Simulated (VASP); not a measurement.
# Hf (I4_1/amd) in VASP: relaxation of cell and atoms with PBE

Aim: the relaxation of cell and atoms of Hf with PBE.

Program: VASP 6.6.1. These are calculated values, not measurements. Logs are shortened: lines on timing, memory, paths and dates and some standing lists are left out, and cuts for length are marked.

## (1) The cell of the first run

Symmetry: I4_1/amd, No. 141, tetragonal system. The conventional cell has a = 5.513 Å, b = 5.513 Å, c = 3.008 Å, α = 90.00°, β = 90.00°, γ = 90.00°. Within 3.8 Å of Hf (site symmetry -4m2) lie 10 Hf at 2.86 to 3.56 Å.

## (2) Relaxation of cell and atoms, PBE

The input, INCAR:

```
SYSTEM = Hf
  PREC = Accurate
  ENCUT = 500
  EDIFF = 1E-7
  ISMEAR = 0
  SIGMA = 0.1
  LREAL = .False.
  LASPH = .True.
  NELM = 120
  ALGO = Normal
  ISIF = 3
  LWAVE = .False.
  LCHARG = .False.
  GGA = PE
  IBRION = 2
  NSW = 100
  EDIFFG = -0.01
  GGA_COMPAT = .False.
  NELMIN = 4
```

The input, KPOINTS:

```
regular mesh
0
Gamma
  20 20 20
  0 0 0
```

The input, POSCAR:

```
Hf
1.0
   -2.7566158009      2.7566158009      1.5037848050
    2.7566158009     -2.7566158009      1.5037848050
    2.7566158009      2.7566158009     -1.5037848050
Hf
2
Direct
    0.0000000000      0.0000000000      0.0000000000
    0.7500000000      0.2500000000      0.5000000000
```

Potentials or basis: VASP PAW PBE potentials, release 64 (Hf_pv).

Run with:

```
$ cat potpaw_PBE.64/Hf_pv/POTCAR > POTCAR
$ mpirun -np 1 vasp_std > vasp.out
```

OUTCAR:

```text
SYSTEM = Hf
   PREC = Accurate
   ENCUT = 500
   EDIFF = 1E-7
   ISMEAR = 0
   LREAL = .False.
   LASPH = .True.
   NELM = 120
   ISIF = 3
   GGA = PE
   IBRION = 2
   NSW = 100
   EDIFFG = -0.01
   NELMIN = 4

 ion  position               nearest neighbor table
   1  0.000  0.000  0.000-   2 2.86   2 2.86   2 2.86   2 2.86   2 3.56   2 3.56   2 3.56   2 3.56

   2  0.750  0.250  0.500-   1 2.86   1 2.86   1 2.86   1 2.86   1 3.56   1 3.56   1 3.56   1 3.56

  LATTYP: Found a body centered tetragonal cell.
 ALAT       =     5.5132316018
 C/A-ratio  =     0.5455184594

  Lattice vectors:

 A1 = (  -2.7566158009,   2.7566158009,   1.5037848050)
 A2 = (   2.7566158009,  -2.7566158009,   1.5037848050)
 A3 = (   2.7566158009,   2.7566158009,  -1.5037848050)

Analysis of symmetry for initial positions (statically):
=====================================================================
 Subroutine PRICEL returns:
 Original cell was already a primitive cell.

 Routine SETGRP: Setting up the symmetry group for a
 body centered tetragonal supercell.

 Subroutine GETGRP returns: Found 16 space group operations
 (whereof  8 operations were pure point group operations)
 out of a pool of 16 trial point group operations.

The static configuration has the point symmetry D_2d.
 The point group associated with its full space group is D_4h.

Analysis of symmetry for dynamics (positions and initial velocities):
=====================================================================
 Subroutine PRICEL returns:
 Original cell was already a primitive cell.

 Routine SETGRP: Setting up the symmetry group for a
 body centered tetragonal supercell.

 Subroutine GETGRP returns: Found 16 space group operations
 (whereof  8 operations were pure point group operations)
 out of a pool of 16 trial point group operations.

The dynamic configuration has the point symmetry D_2d.
 The point group associated with its full space group is D_4h.

 Subroutine INISYM returns: Found 16 space group operations
 (whereof  8 operations are pure point group operations),
 and found     1 'primitive' translations

----------------------------------------------------------------------------------------

                                     Primitive cell

  volume of cell :      45.7086

  direct lattice vectors                    reciprocal lattice vectors
    -2.756615801  2.756615801  1.503784805     0.000000000  0.181381823  0.332494382
     2.756615801 -2.756615801  1.503784805     0.181381823  0.000000000  0.332494382
     2.756615801  2.756615801 -1.503784805     0.181381823  0.181381823  0.000000000

  length of vectors
     4.178424355  4.178424355  4.178424355     0.378750419  0.378750419  0.256512634

  position of ions in fractional coordinates (direct lattice)
     0.000000000  0.000000000  0.000000000
     0.750000000  0.250000000  0.500000000

  ion indices of the primitive-cell ions
   primitive index   ion index
                 1           1
                 2           2

----------------------------------------------------------------------------------------

 KPOINTS: regular mesh

Automatic generation of k-mesh.
 Grid dimensions read from file:
 generate k-points for:   20   20   20

 Generating k-lattice:

  Cartesian coordinates                     Fractional coordinates (reciprocal lattice)
     0.000000000  0.009069091  0.016624719     0.050000000  0.000000000 -0.000000000
     0.009069091  0.000000000  0.016624719     0.000000000  0.050000000 -0.000000000
     0.009069091  0.009069091  0.000000000     0.000000000  0.000000000  0.050000000

  Length of vectors
     0.018937521  0.018937521  0.012825632

  Shift w.r.t. Gamma in fractional coordinates (k-lattice)
     0.000000000  0.000000000  0.000000000

 Subroutine IBZKPT returns following result:
 ===========================================

 Found    641 irreducible k-points:

 Following reciprocal coordinates:
            Coordinates               Weight
  0.000000  0.000000  0.000000      1.000000
  0.050000  0.000000 -0.000000      8.000000
  0.100000 -0.000000  0.000000      8.000000
  0.150000 -0.000000  0.000000      8.000000
  0.200000 -0.000000  0.000000      8.000000
  0.250000 -0.000000  0.000000      8.000000
[... 16 lines left out ...]
 -0.400000  0.050000 -0.000000     16.000000
 -0.350000  0.050000  0.000000     16.000000
 [... further k-points ...]
   k-points           NKPTS =    641   k-points in BZ     NKDIM =    641   number of bands    NBANDS=     14
   number of dos      NEDOS =    301   number of ions     NIONS =      2
   total plane-waves  NPLWV =  27000
   dimension x,y,z NGX =    30 NGY =   30 NGZ =   30
   dimension x,y,z NGXF=    60 NGYF=   60 NGZF=   60
   ions per type =               2
   NGX,Y,Z   is equivalent  to a cutoff of  11.94, 11.94, 11.94 a.u.
   NGXF,Y,Z  is equivalent  to a cutoff of  23.87, 23.87, 23.87 a.u.
 SYSTEM =  Hf
   PREC   = accura    normal or accurate (medium, high low for compatibility)
   ISTART =      0    job   : 0-new  1-cont  2-samecut
   ICHARG =      2    charge: 1-file 2-atom 10-const
   ISPIN  =      1    spin polarized calculation?
   LNONCOLLINEAR =      F non collinear calculations
   LSORBIT =      F    spin-orbit coupling
   LASPH  =      T    aspherical Exc in radial PAW
   ENCUT  =  500.0 eV  36.75 Ry    6.06 a.u.   7.62  7.62  7.62*2*pi/ulx,y,z
   NELM   =    120;   NELMIN=  4; NELMDL= -5     # of ELM steps
   EDIFF  = 0.1E-06   stopping-criterion for ELM
   LREAL  =      F    real-space projection
   EDIFFG = -.1E-01   stopping-criterion for IOM
   NSW    =    100    number of steps for IOM
   IBRION =      2    ionic relax: 0-MD 1-quasi-New 2-CG
   NFREE  =      1    steps in history (QN), initial steepest desc. (CG)
   ISIF   =      3    stress and relaxation
   ISYM   =      2    0-nonsym 1-usesym 2-fastsym
   POTIM  = 0.5000    time-step for ionic-motion
   TEBEG  =    0.0;   TEEND  =   0.0 temperature during run
   PSTRESS=    0.0 pullay stress
   NELECT =      20.0000    total number of electrons
   NUPDOWN=      -1.0000    fix difference up-down
   EMIN   =  10.00;   EMAX   =-10.00  energy-range for DOS
   EFERMI =   0.00;   METHOD = LEGACY
   ISMEAR =     0;   SIGMA  =   0.10  broadening in eV -4-tet -1-fermi 0-gaus
   EFERMI_NEDOS =   21; number of points for ismear=-14 and -15
   IALGO  =     38    algorithm
   IMIX   =      4    mixing-type and parameters
     AMIX     =   0.40;   BMIX     =  1.00
     AMIX_MAG =   1.60;   BMIX_MAG =  1.00
  volume/ion in A,a.u.               =      22.85       154.23
  Fermi-wavevector in a.u.,A,eV,Ry     =   1.242850  2.348646 21.016600  1.544677
  Thomas-Fermi vector in A             =   2.377187
   LORBIT       =      0    0 simple, 1 ext, 2 COOP (PROOUT), +10 PAW based schemes
   GGA     = PE    functional components
   LHFCALC =     F    Hartree Fock is set to
   AEXX    =    0.0000 exact exchange contribution
   IVDW    =     0    specifies the selected vdW correction
   LEPSILON=     F    determine dielectric tensor
   LRPA    =     F    only Hartree local field effects (RPA)
 conjugate gradient relaxation of ions
 non-spin polarized calculation
 Gauss-broadening in eV      SIGMA  =   0.10
  energy-cutoff  :      500.00
  volume of cell :       45.71
 maximum number of plane-waves:      1194
   NGX = 15   NGY = 15   NGZ = 15

--------------------------------------- Ionic step        1  -------------------------------------------

 number of electron      20.0000000 magnetization

 Free energy of the ion-electron system (eV)
  ---------------------------------------------------
  ext. energy  EPLUGINS =         0.00000000
  ---------------------------------------------------
  free energy    TOTEN  =       -18.53134051 eV

  energy without entropy =      -18.51977647  energy(sigma->0) =      -18.52555849

------------------------ aborting loop because EDIFF is reached ----------------------------------------

  FORCE on cell =-STRESS in cart. coord.  units (eV):
  Direction    XX          YY          ZZ          XY          YZ          ZX
  --------------------------------------------------------------------------------------
  -------------------------------------------------------------------------------------
  Total        0.4815576      0.4815576      0.2110380      0.0000000      0.0000000     -0.0000000
  in kB       16.8795433     16.8795433      7.3972971      0.0000000      0.0000000     -0.0000000
  external PRESSURE =      13.7187946 kB  Pullay stress =       0.0000000 kB
[... 129 lines left out ...]
  energy  without entropy=      -18.5234375390  energy(sigma->0) =      -18.52934622

--------------------------------------- Ionic step        5  -------------------------------------------

 number of electron      19.9999997 magnetization

 Free energy of the ion-electron system (eV)
  ---------------------------------------------------
  ext. energy  EPLUGINS =         0.00000000
  ---------------------------------------------------
  free energy    TOTEN  =       -18.53526455 eV

  energy without entropy =      -18.52343461  energy(sigma->0) =      -18.52934958

 E-fermi :   4.2266     XC(G=0): -11.0685

 val. band max:        4.2260772018   @ k =  -0.1000  -0.4000   0.0500
 cond. band min:       4.2272500103   @ k =  -0.1000  -0.1500   0.1000
 fundamental gap:      0.0011728085
 Fermi energy:         4.2265954248

 k-point     1 :       0.0000    0.0000    0.0000
  band No.  band energies     occupation
      1     -26.5347      2.00000
      2     -26.5347      2.00000
      3     -25.6857      2.00000
      4     -25.6838      2.00000
      5     -25.6838      2.00000
      6     -25.6735      2.00000
      7      -2.5004      2.00000
      8       1.3650      2.00000
      9       3.2379      2.00000
     10       3.2413      2.00000
     11       4.4840      0.00027
     12       8.1454      0.00000
     13       8.1454      0.00000
     14       8.2262      0.00000
[... 375 lines left out ...]
 k-point    24 :      -0.3500    0.0500    0.0000
  band No.  band energies     occupation
      1     -26.4946      2.00000
      2     -26.3371      2.00000
      3     -26.1915      2.00000
      4     -26.0443      2.00000
      5     -25.8461      2.00000
      6     -25.6498      2.00000
      7       0.1397      2.00000
      8       2.3740      2.00000
      9       3.2688      2.00000
     10       4.2828      0.42639
     11       4.7848      0.00000
     12       5.2859      0.00000
     13       6.9234      0.00000
     14       7.0314      0.00000

 [... further k-points ...]
[... 5 lines left out ...]
  --------------------------------------------------------------------------------------
  -------------------------------------------------------------------------------------
  Total        0.0016678      0.0016678      0.0008682      0.0000000      0.0000000      0.0000000
  in kB        0.0575299      0.0575299      0.0299499      0.0000000      0.0000000      0.0000000
  external PRESSURE =       0.0483366 kB  Pullay stress =       0.0000000 kB
[... 17 lines left out ...]
  FREE ENERGIE OF THE ION-ELECTRON SYSTEM (eV)
  ---------------------------------------------------
  free  energy   TOTEN  =       -18.5352645535 eV

  energy  without entropy=      -18.5234346125  energy(sigma->0) =      -18.52934958

 reached required accuracy - stopping structural energy minimisation
```

It took 9.1 min on 1 thread of Intel Xeon 6975P-C (Granite Rapids), shared host; peak memory 0.46 GiB.

What came out:

```
Free energy                           : -18.5353 eV
Relaxed volume                        : 23.22 Å³/atom
Relaxed cell                          : a = 4.208 Å, b = 4.208 Å, c = 4.208 Å, α = 97.33°, β = 97.33°, γ = 138.16°
Space group after relaxing (to 0.1 Å) : I4_1/amd (No. 141)
Energy gained by relaxing             : 2.0 meV/atom
Ionic steps                           : 5
Pressure after relaxing               : 0.0 GPa
Band gap on the k mesh                : zero (bands 10 and 11 overlap by 1.19 eV)
```

The path:
```tsv
step	energy change (eV)	largest force (eV/Å)	pressure (GPa)	volume (Å³)
1	0.0000	0.0000	1.37	45.71
2	-0.0020	0.0000	-1.04	47.01
3	-0.0036	0.0000	-0.09	46.48
4	-0.0039	0.0000	-0.01	46.45
5	-0.0039	0.0000	0.00	46.45
```

Final structure:
```
Hf
1.0
    -2.77963    2.77963    1.50285
     2.77963   -2.77963    1.50285
     2.77963    2.77963   -1.50285
Hf
2
Direct
  0.00000 0.00000 0.00000
  0.75000 0.25000 0.50000
```

Caveat: spin-orbit coupling is left out, which moves the levels of the heavy elements.
